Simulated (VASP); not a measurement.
Write the native input for VASP 6.6.1 that does the following.

- Task: single point
- Functional: PBE
- Potentials or basis: VASP PAW PBE potentials, release 64 (Hf_pv, N)
- Cutoff: 520 eV
- k mesh: 9 × 7 × 1
- Occupations: fermi-dirac, width 0.02 eV
- Spin: no spin polarisation
- Dipole correction: no
- Further INCAR settings: ALGO = Normal; EDIFF = 1e-06; NBANDS = 32

The structure of HfN lies in POSCAR:

```
HfN
1.0
    3.2157240931      0.0000000000      0.0000000000
    0.0000000000      4.5477206253      0.0000000000
    0.0000000000      0.0000000000     19.2157000000
Hf N
3 3
Direct
    0.0000000000      0.2500000000      0.4201510288
    0.5000000000      0.7500000000      0.4999999479
    0.0000000000      0.2500000000      0.5798490693
    0.0000000000      0.7500000000      0.4201061568
    0.5000000000      0.2500000000      0.5000000536
    0.0000000000      0.7500000000      0.5798937436
```

The input as run:

INCAR

```
PREC = Accurate
ENCUT = 520
EDIFF = 1E-6
ISMEAR = -1
SIGMA = 0.02
LREAL = False
LASPH = True
NELM = 80
ALGO = Normal
ISIF = 2
LWAVE = False
LCHARG = False
GGA = PE
NBANDS = 32
```

KPOINTS

```
Automatic mesh
0
Gamma
  9 7 1
```

Potentials or basis: VASP PAW PBE potentials, release 64 (Hf_pv, N).

The run is started by

```bash
$ cat potpaw_PBE.64/Hf_pv/POTCAR potpaw_PBE.64/N/POTCAR > POTCAR
$ mpirun -np 1 vasp_std > vasp.out
```

It gave:

```json
{
 "Largest force": "0.117 eV/Å",
 "Band gap on the k mesh": "zero (an odd number of electrons rules out a gap without spin polarisation)"
}
```

Caveat: there is no dipole correction, which matters where the two faces differ; spin-orbit coupling is left out, which moves the levels of the heavy elements; an odd number of electrons without spin polarisation forces a metal; a magnetic or distorted state may lie lower.

Run time: 4.2 min on 1 thread of Intel(R) Xeon(R) Platinum 8488C (Sapphire Rapids), with other jobs on the host, peak memory 0.42 GiB.
